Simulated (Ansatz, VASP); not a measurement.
**P: VASP beside Ansatz**

```
P
1.0
    -2.43474    0.00000   -0.00524
     0.00000   -2.43463    0.00000
    -0.50675    0.00000    9.58485
P
4
Cartesian
  -2.4521 0.0000 8.3824
  -2.4422 0.0000 3.5895
  -0.0025 0.0000 1.1982
  -0.0124 0.0000 5.9912
```

Alike in both runs: task single point; functional PBEsol; k mesh 24 × 24 × 6; occupations gaussian, width 0.15 eV; no spin polarisation.

|  | VASP | Ansatz |
| --- | --- | --- |
| version | VASP 6.6.1 | Ansatz 0.2.0 |
| potentials or method | VASP PAW PBE potentials, release 64 (P), cutoff 520 eV | scalar-relativistic, plane waves, PAW |
| valence electrons in the cell | 20 | 20 |

|  | VASP | Ansatz | Ansatz less VASP |
| --- | --- | --- | --- |
| gap on the k mesh at the Fermi level (eV) | none | none | - |
| pressure (GPa) | -0.1 | -0.2 | -0.10 |
| traceless stress, the component that is largest in VASP (GPa) | 2.87 | 2.88 | +0.002 |
| rms of the force components (eV/Å) | 0.174 | 0.173 | -0.0004 |

VASP's potentials were made for PBE, not for PBEsol. Atom by atom the forces differ by 0.001 eV/Å (rms over components). A gap of «none» marks a metal or a gap that the smearing closes. With one functional, cell and mesh, what is left measures potentials, basis and numerics.
